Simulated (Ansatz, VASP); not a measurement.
**Two plane-wave programs on TiO2**

```xyz
3
Lattice="0.0000 2.3556 2.3968 2.3556 0.0000 2.3968 2.3556 2.3556 0.0000" Properties=species:S:1:pos:R:3 pbc="T T T"
Ti    0.0000    0.0000    0.0000
O     1.1778    1.1778    1.1984
O     3.5334    3.5334    3.5952
```

Change from the starting cell: biaxial_xy strain -1.7%.

Alike in both runs: task single point; functional HSE06; k mesh 6 × 6 × 6; no spin polarisation.

```csv
,VASP,Ansatz
version,VASP 6.6.1,Ansatz 0.2.0
potentials or method,"VASP PAW PBE potentials, release 64 (Ti_sv, O)","plane waves, PAW"
plane-wave cutoff (eV),520,420
occupations,"gaussian, width 0.01 eV",fixed
valence electrons in the cell,24,24
```

|  | VASP | Ansatz | Ansatz less VASP |
| --- | --- | --- | --- |
| gap on the k mesh at the Fermi level (eV) | 2.52 | 2.55 | +0.032 |
| pressure (GPa) | 7.4 | 6.3 | -1.08 |
| traceless stress, the component that is largest in VASP (GPa) | -7.33 | -7.36 | -0.037 |

Ansatz's warnings: stress exchange threshold loose, stress scf threshold loose.
